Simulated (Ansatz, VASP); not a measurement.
## Two plane-wave programs on Au

INCAR

```
PREC = Accurate
ENCUT = 520
EDIFF = 1E-6
ISMEAR = -1
SIGMA = 0.1
LREAL = F
LASPH = T
NELM = 100
ALGO = Normal
ISIF = 2
LWAVE = F
LCHARG = F
GGA = PE
NBANDS = 12
```

The input KPOINTS:

```
Automatic mesh
0
Gamma
  21 21 21
```

Contents of POSCAR:

```
Au
1.0
    0.0000000000      2.0212878545      2.0212878545
    2.0212878545      0.0000000000      2.0212878545
    2.0212878545      2.0212878545      0.0000000000
Au
1
Direct
    0.0000000000      0.0000000000      0.0000000000
```

Input for Ansatz:

```yaml
crystal:
  lattice:
    - [0.0, 2.0212878545, 2.0212878545]
    - [2.0212878545, 0.0, 2.0212878545]
    - [2.0212878545, 2.0212878545, 0.0]
  atoms:
    - { symbol: Au, position: [0.0, 0.0, 0.0] }
hamiltonian:
  xc: pbe
  pseudopotentials:
    kind: paw
    azcp:
      Au: "pseudopotentials/Au.paw.azcp"
basis:
  ecutwfc: 420
  fft_grid_basis: typed
kpoints:
  mp_grid: { grid: [21, 21, 21], shift: [0, 0, 0] }
magnetization:
  spin_polarized: false
scf:
  occupations: { method: fermi_dirac, width: 0.1 }
output:
  stress: true
```

Alike in both runs: task single point; functional PBE; k mesh 21 × 21 × 21; occupations fermi-dirac, width 0.1 eV; no spin polarisation.

```csv
,VASP,Ansatz
version,VASP 6.6.1,Ansatz 0.2.0
potentials or method,"VASP PAW PBE potentials, release 64 (Au), cutoff 520 eV","plane waves (420 eV) with PAW, scalar-relativistic"
valence electrons in the cell,11,19
```

```csv
,VASP,Ansatz,Ansatz less VASP
pressure (GPa),14.7,15.1,+0.35
```

The functional is the same, so the differences come from potentials, cutoffs and numerics. VASP's potentials hold 11 valence electrons a cell and Ansatz's 19, so a difference there can come from the potentials and not from the codes.

Neither program's run includes spin-orbit coupling.
